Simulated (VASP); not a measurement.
# GaN (NiAs type) (P6_3/mmc) in VASP: relaxation of cell and atoms with PBE

Aim: the relaxation of cell and atoms of GaN (NiAs type) with PBE.

Everything below comes from runs of VASP 6.6.1. Logs are shortened: lines on timing, memory, paths and dates and some standing lists are left out, and cuts for length are marked.

## 1. The cell of the first run

It takes space group P6_3/mmc (No. 194, hexagonal). The conventional cell has a = 2.921 Å, b = 2.921 Å, c = 4.527 Å, α = 90.00°, β = 90.00°, γ = 120.00°. Ga (site symmetry -3m) has 6 N at 2.03 Å and 2 Ga at 2.26 Å within 2.7 Å. N (site symmetry -6m2) has 6 Ga at 2.03 Å within 2.7 Å.

## 2. Relaxation of cell and atoms, PBE, target pressure 45 GPa, at which the enthalpy is minimised

INCAR

```
ALGO     = Normal         # electronic algorithm
EDIFF    = 1E-6           # SCF threshold, eV
EDIFFG   = -0.005         # ionic threshold
ENCUT    = 600            # plane-wave cutoff, eV
GGA      = PE             # functional
IBRION   = 2              # ionic algorithm
ISIF     = 3              # what is computed and relaxed
ISMEAR   = -1             # smearing method
LASPH    = T              # aspherical terms in the spheres
LCHARG   = F              # write CHGCAR
LREAL    = F              # projectors in reciprocal space
LWAVE    = F              # write WAVECAR
NELM     = 100            # most SCF steps
NSW      = 60             # ionic steps
PREC     = Accurate       # precision mode
PSTRESS  = 450.0        
SIGMA    = 0.08           # smearing width, eV
```

KPOINTS

```
k-points
0
Gamma
  12 12 7
```

POSCAR

```
GaN
1.0
    2.9205869303      0.0000000000      0.0000000000
   -1.4602934652      2.5293024756      0.0000000000
    0.0000000000      0.0000000000      4.5269097419
Ga N
2 2
Direct
    0.0000000000      0.0000000000      0.0000000000
    0.0000000000      0.0000000000      0.5000000000
    0.3333333333      0.6666666667      0.2500000000
    0.6666666667      0.3333333333      0.7500000000
```

Potentials or basis: VASP PAW PBE potentials, release 64 (Ga_d, N).

Launch:

```
> cat potpaw_PBE.64/Ga_d/POTCAR potpaw_PBE.64/N/POTCAR > POTCAR
> mpirun -np 1 vasp_std > vasp.out
```

OUTCAR:

```text
EDIFF = 1E-6
   EDIFFG = -0.005
   ENCUT = 600
   GGA = PE
   IBRION = 2
   ISIF = 3
   ISMEAR = -1
   LASPH = T
   LREAL = F
   NELM = 100
   NSW = 60
   PREC = Accurate
   PSTRESS = 450.0

 ion  position               nearest neighbor table
   1  0.000  0.000  0.000-   3 2.03   4 2.03   4 2.03   3 2.03   4 2.03   3 2.03   2 2.26   2 2.26

   2  0.000  0.000  0.500-   3 2.03   4 2.03   4 2.03   3 2.03   4 2.03   3 2.03   1 2.26   1 2.26

   3  0.333  0.667  0.250-   1 2.03   2 2.03   1 2.03   2 2.03   1 2.03   2 2.03
   4  0.667  0.333  0.750-   1 2.03   2 2.03   1 2.03   2 2.03   1 2.03   2 2.03

  LATTYP: Found a hexagonal cell.
 ALAT       =     2.9205869303
 C/A-ratio  =     1.5500000000

  Lattice vectors:

 A1 = (   2.9205869303,   0.0000000000,   0.0000000000)
 A2 = (  -1.4602934652,   2.5293024756,   0.0000000000)
 A3 = (   0.0000000000,   0.0000000000,   4.5269097419)

Analysis of symmetry for initial positions (statically):
=====================================================================
 Subroutine PRICEL returns:
 Original cell was already a primitive cell.

 Routine SETGRP: Setting up the symmetry group for a
 hexagonal supercell.

 Subroutine GETGRP returns: Found 24 space group operations
 (whereof 12 operations were pure point group operations)
 out of a pool of 24 trial point group operations.

The static configuration has the point symmetry D_3d.
 The point group associated with its full space group is D_6h.

Analysis of symmetry for dynamics (positions and initial velocities):
=====================================================================
 Subroutine PRICEL returns:
 Original cell was already a primitive cell.

 Routine SETGRP: Setting up the symmetry group for a
 hexagonal supercell.

 Subroutine GETGRP returns: Found 24 space group operations
 (whereof 12 operations were pure point group operations)
 out of a pool of 24 trial point group operations.

The dynamic configuration has the point symmetry D_3d.
 The point group associated with its full space group is D_6h.

 Subroutine INISYM returns: Found 24 space group operations
 (whereof 12 operations are pure point group operations),
 and found     1 'primitive' translations

----------------------------------------------------------------------------------------

                                     Primitive cell

  volume of cell :      33.4405

  direct lattice vectors                    reciprocal lattice vectors
     2.920586930  0.000000000  0.000000000     0.342396930  0.197682960  0.000000000
    -1.460293465  2.529302476  0.000000000     0.000000000  0.395365920  0.000000000
     0.000000000  0.000000000  4.526909742     0.000000000  0.000000000  0.220901245

  length of vectors
     2.920586930  2.920586930  4.526909742     0.395365920  0.395365920  0.220901245

  position of ions in fractional coordinates (direct lattice)
     0.000000000  0.000000000  0.000000000
     0.000000000  0.000000000  0.500000000
     0.333333333  0.666666667  0.250000000
     0.666666667  0.333333333  0.750000000

  ion indices of the primitive-cell ions
   primitive index   ion index
                 1           1
                 2           2
                 3           3
                 4           4

----------------------------------------------------------------------------------------

 KPOINTS: k-points

Automatic generation of k-mesh.
 Grid dimensions read from file:
 generate k-points for:   12   12    7

 Generating k-lattice:

  Cartesian coordinates                     Fractional coordinates (reciprocal lattice)
     0.028533078  0.016473580  0.000000000     0.083333333  0.000000000  0.000000000
     0.000000000  0.032947160  0.000000000     0.000000000  0.083333333  0.000000000
     0.000000000  0.000000000  0.031557321     0.000000000  0.000000000  0.142857143

  Length of vectors
     0.032947160  0.032947160  0.031557321

  Shift w.r.t. Gamma in fractional coordinates (k-lattice)
     0.000000000  0.000000000  0.000000000

 Subroutine IBZKPT returns following result:
 ===========================================

 Found     76 irreducible k-points:

 Following reciprocal coordinates:
            Coordinates               Weight
  0.000000  0.000000  0.000000      1.000000
  0.083333  0.000000  0.000000      6.000000
  0.166667  0.000000  0.000000      6.000000
  0.250000  0.000000  0.000000      6.000000
  0.333333  0.000000  0.000000      6.000000
  0.416667 -0.000000  0.000000      6.000000
[... 16 lines left out ...]
  0.250000  0.000000  0.142857     12.000000
  0.333333  0.000000  0.142857     12.000000
 [... further k-points ...]
   k-points           NKPTS =     76   k-points in BZ     NKDIM =     76   number of bands    NBANDS=     22
   number of dos      NEDOS =    301   number of ions     NIONS =      4
   total plane-waves  NPLWV =  20736
   dimension x,y,z NGX =    24 NGY =   24 NGZ =   36
   dimension x,y,z NGXF=    48 NGYF=   48 NGZF=   72
   ions per type =               2   2
   NGX,Y,Z   is equivalent  to a cutoff of  13.66, 13.66, 13.22 a.u.
   NGXF,Y,Z  is equivalent  to a cutoff of  27.32, 27.32, 26.44 a.u.
 SYSTEM =  unknown system
   PREC   = accura    normal or accurate (medium, high low for compatibility)
   ISTART =      0    job   : 0-new  1-cont  2-samecut
   ICHARG =      2    charge: 1-file 2-atom 10-const
   ISPIN  =      1    spin polarized calculation?
   LNONCOLLINEAR =      F non collinear calculations
   LSORBIT =      F    spin-orbit coupling
   LASPH  =      T    aspherical Exc in radial PAW
   ENCUT  =  600.0 eV  44.10 Ry    6.64 a.u.   5.83  5.83  9.04*2*pi/ulx,y,z
   NELM   =    100;   NELMIN=  2; NELMDL= -5     # of ELM steps
   EDIFF  = 0.1E-05   stopping-criterion for ELM
   LREAL  =      F    real-space projection
   EDIFFG = -.5E-02   stopping-criterion for IOM
   NSW    =     60    number of steps for IOM
   IBRION =      2    ionic relax: 0-MD 1-quasi-New 2-CG
   NFREE  =      1    steps in history (QN), initial steepest desc. (CG)
   ISIF   =      3    stress and relaxation
   ISYM   =      2    0-nonsym 1-usesym 2-fastsym
   POTIM  = 0.5000    time-step for ionic-motion
   TEBEG  =    0.0;   TEEND  =   0.0 temperature during run
   PSTRESS=  450.0 pullay stress
   NELECT =      36.0000    total number of electrons
   NUPDOWN=      -1.0000    fix difference up-down
   EMIN   =  10.00;   EMAX   =-10.00  energy-range for DOS
   EFERMI =   0.00;   METHOD = LEGACY
   ISMEAR =    -1;   SIGMA  =   0.08  broadening in eV -4-tet -1-fermi 0-gaus
   EFERMI_NEDOS =   21; number of points for ismear=-14 and -15
   IALGO  =     38    algorithm
   IMIX   =      4    mixing-type and parameters
     AMIX     =   0.40;   BMIX     =  1.00
     AMIX_MAG =   1.60;   BMIX_MAG =  1.00
  volume/ion in A,a.u.               =       8.36        56.42
  Fermi-wavevector in a.u.,A,eV,Ry     =   1.677843  3.170664 38.302555  2.815158
  Thomas-Fermi vector in A             =   2.762038
   LORBIT       =      0    0 simple, 1 ext, 2 COOP (PROOUT), +10 PAW based schemes
   GGA     = PE    functional components
   LHFCALC =     F    Hartree Fock is set to
   AEXX    =    0.0000 exact exchange contribution
   IVDW    =     0    specifies the selected vdW correction
   LEPSILON=     F    determine dielectric tensor
   LRPA    =     F    only Hartree local field effects (RPA)
 conjugate gradient relaxation of ions
 non-spin polarized calculation
  energy-cutoff  :      600.00
  volume of cell :       33.44
 maximum number of plane-waves:      1128
 NGX is ok and might be reduce to    24
   NGX = 11   NGY = 11   NGZ = 19

--------------------------------------- Ionic step        1  -------------------------------------------

 number of electron      36.0000002 magnetization

 Free energy of the ion-electron system (eV)
  ---------------------------------------------------
  ext. energy  EPLUGINS =         0.00000000
  ---------------------------------------------------
  free energy    TOTEN  =       -20.47196976 eV

  energy without entropy =      -20.47196976  energy(sigma->0) =      -20.47196976

------------------------ aborting loop because EDIFF is reached ----------------------------------------

  FORCE on cell =-STRESS in cart. coord.  units (eV):
  Direction    XX          YY          ZZ          XY          YZ          ZX
  --------------------------------------------------------------------------------------
  -------------------------------------------------------------------------------------
  Total        7.2999360      7.2999360     21.8924316     -0.0000000      0.0000000     -0.0000000
  in kB      349.7493321    349.7493321   1048.8945808     -0.0000000      0.0000000     -0.0000000
  external PRESSURE =     132.7977483 kB  Pullay stress =     450.0000000 kB
[... 65 lines left out ...]
  enthalpy is  TOTEN    =       -11.1892649723 eV   P V=       10.2697075277

--------------------------------------- Ionic step        3  -------------------------------------------

 number of electron      36.0000006 magnetization

 E-fermi :   9.9751     XC(G=0): -13.4569

 val. band max:        8.9325549063   @ k =   0.1667   0.0000   0.0000
 cond. band min:      10.8056690986   @ k =   0.3333   0.3333   0.0000
 fundamental gap:      1.8731141923
 Fermi energy:         9.9751187033

 k-point     1 :       0.0000    0.0000    0.0000
  band No.  band energies     occupation
      1      -9.2950      2.00000
      2      -6.0299      2.00000
      3      -5.7982      2.00000
      4      -5.5057      2.00000
      5      -5.5057      2.00000
      6      -5.2967      2.00000
[... 622 lines left out ...]
  FREE ENERGIE OF THE ION-ELECTRON SYSTEM (eV)
  ---------------------------------------------------
  free  energy   TOTEN  =       -21.4302769772 eV

  energy  without entropy=      -21.4302767081  energy(sigma->0) =      -21.43027684

  enthalpy is  TOTEN    =       -11.5611842083 eV   P V=        9.8690927689

[... ionic steps 4 to 15 ...]

--------------------------------------- Ionic step       16  -------------------------------------------

 number of electron      36.0000035 magnetization

------------------------ aborting loop because EDIFF is reached ----------------------------------------

  FORCE on cell =-STRESS in cart. coord.  units (eV):
  Direction    XX          YY          ZZ          XY          YZ          ZX
  --------------------------------------------------------------------------------------
  -------------------------------------------------------------------------------------
  Total        9.5511536      9.5511536      9.5612956     -0.0000000      0.0000000      0.0000000
  in kB      448.9032997    448.9032997    449.3799714     -0.0000000      0.0000000      0.0000000
  external PRESSURE =      -0.9378097 kB  Pullay stress =     450.0000000 kB
[... 65 lines left out ...]
  enthalpy is  TOTEN    =       -11.6031092512 eV   P V=        9.5741875708

--------------------------------------- Ionic step       18  -------------------------------------------

 number of electron      36.0000035 magnetization

 Free energy of the ion-electron system (eV)
  ---------------------------------------------------
  ext. energy  EPLUGINS =         0.00000000
  ---------------------------------------------------
  free energy    TOTEN  =       -21.17678969 eV

  energy without entropy =      -21.17678952  energy(sigma->0) =      -21.17678961

 E-fermi :  10.4852     XC(G=0): -13.6399

 val. band max:        9.4009657370   @ k =   0.1667   0.0000   0.0000
 cond. band min:      11.3537731596   @ k =   0.3333   0.3333   0.0000
 fundamental gap:      1.9528074227
 Fermi energy:        10.4852333979

 k-point     1 :       0.0000    0.0000    0.0000
  band No.  band energies     occupation
      1      -9.2059      2.00000
      2      -5.8689      2.00000
      3      -5.3932      2.00000
      4      -5.1045      2.00000
      5      -5.1045      2.00000
      6      -4.9413      2.00000
[... 622 lines left out ...]
  FREE ENERGIE OF THE ION-ELECTRON SYSTEM (eV)
  ---------------------------------------------------
  free  energy   TOTEN  =       -21.1767896946 eV

  energy  without entropy=      -21.1767895219  energy(sigma->0) =      -21.17678961

  enthalpy is  TOTEN    =       -11.6031099935 eV   P V=        9.5736797010

 reached required accuracy - stopping structural energy minimisation
```

It took 11 min on 1 thread of Intel Xeon Platinum 8259CL at 2.50GHz (Skylake/Cascade Lake), shared host; peak memory 0.2 GiB.

Results:

```yaml
Free_energy: -21.1768 eV
Relaxed_volume: 8.52 Å³/atom
Relaxed_cell: a = 2.841 Å, b = 2.841 Å, c = 4.877 Å, α = 90.00°, β = 90.00°, γ = 120.00°
Space_group_after_relaxing_to_0.1_Å: P6_3/mmc (No. 194)
Energy_change_on_relaxing_the_run_minimises_the_enthalpy: -176.2 meV/atom
Ionic_steps: 18
Pressure_after_relaxing: 45.0 GPa
Band_gap_on_the_k_mesh: 1.95 eV (least direct gap 3.11 eV)
```

The path:
| step | energy change (eV) | largest force (eV/Å) | pressure (GPa) | volume (Å³) |
| --- | --- | --- | --- | --- |
| 1 | 0.0000 | 0.0000 | 58.28 | 33.44 |
| 2 | -0.9870 | 0.0000 | 19.89 | 36.56 |
| 3 | -0.9583 | 0.0000 | 34.45 | 35.14 |
| 4 | -0.9436 | 0.0000 | 35.10 | 35.08 |
| 5 | -0.3225 | 0.0000 | 58.14 | 32.95 |
| 6 | -0.7126 | 0.0000 | 44.66 | 34.11 |
| 7 | -0.7071 | 0.0000 | 45.20 | 34.09 |
| 8 | -0.7190 | 0.0000 | 44.38 | 34.14 |
| 9 | -0.7113 | 0.0000 | 44.74 | 34.11 |
| 10 | -0.7123 | 0.0000 | 44.62 | 34.11 |
| 11 | -0.7085 | 0.0000 | 44.82 | 34.10 |
| 12 | -0.7102 | 0.0000 | 44.65 | 34.11 |
| 13 | -0.7095 | 0.0000 | 44.83 | 34.10 |
| 14 | -0.7097 | 0.0000 | 44.76 | 34.10 |
| 15 | -0.7043 | 0.0000 | 45.37 | 34.08 |
| 16 | -0.7056 | 0.0000 | 44.91 | 34.09 |
| 17 | -0.7053 | 0.0000 | 44.90 | 34.09 |
| 18 | -0.7048 | 0.0000 | 44.96 | 34.09 |

Final structure:
```
Ga N
1.0
     2.84093    0.00000    0.00000
    -1.42046    2.46031    0.00000
     0.00000    0.00000    4.87670
Ga N
2 2
Direct
  0.00000 0.00000 0.00000
  0.00000 0.00000 0.50000
  0.33333 0.66667 0.25000
  0.66667 0.33333 0.75000
```

Levels at points of the mesh, in eV from the valence-band top:
```csv
k point,band 16,band 17,band 18,band 19,band 20,band 21
"(0.00, 0.00, 0.00)",-0.68,-0.08,-0.08,3.03,5.40,10.62
"(0.50, 0.00, 0.00)",-3.28,-3.01,-0.27,4.37,5.58,5.92
```

Caveat: the cell is relaxed towards a set pressure, so the run minimises the enthalpy, not the energy; an odd mesh through Γ misses points on the zone boundary, where band edges can lie.
